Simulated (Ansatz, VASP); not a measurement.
One calculation of Ge4MoW, two programs

```
Ge Mo W
1.0
     3.33608    0.00000    0.00000
     0.00000    3.33608    0.00000
     0.00000    0.00000    8.31493
Ge Mo W
4 1 1
Direct
  0.00000 0.00000 0.66298
  0.50000 0.50000 0.16129
  0.00000 0.00000 0.33702
  0.50000 0.50000 0.83871
  0.00000 0.00000 0.00000
  0.50000 0.50000 0.50000
```

Alike in both runs: functional PBE; k mesh 6 × 6 × 2; occupations gaussian, width 0.1 eV; no spin polarisation.

Ansatz relaxed the structure, and its values are those at the end. VASP's run is a single point on that final structure, the one shown.

|  | VASP | Ansatz |
| --- | --- | --- |
| version | VASP 6.6.1 | Ansatz 0.2.0 |
| potentials or method | VASP PAW PBE potentials, release 64 (Ge_d, Mo_sv, W_sv), cutoff 520 eV | scalar-relativistic, plane waves, PAW |
| valence electrons in the cell | 84 | 84 |

```csv
,VASP,Ansatz,Ansatz less VASP
gap on the k mesh at the Fermi level (eV),none,none,-
pressure (GPa),0.2,0.0,-0.27
rms of the force components (eV/Å),0.002,0.004,+0.0021
```

A gap of «none» marks a metal or a gap that the smearing closes.

The k mesh is coarse, so the values compare programs but aren't converged. Neither program's run includes spin-orbit coupling.
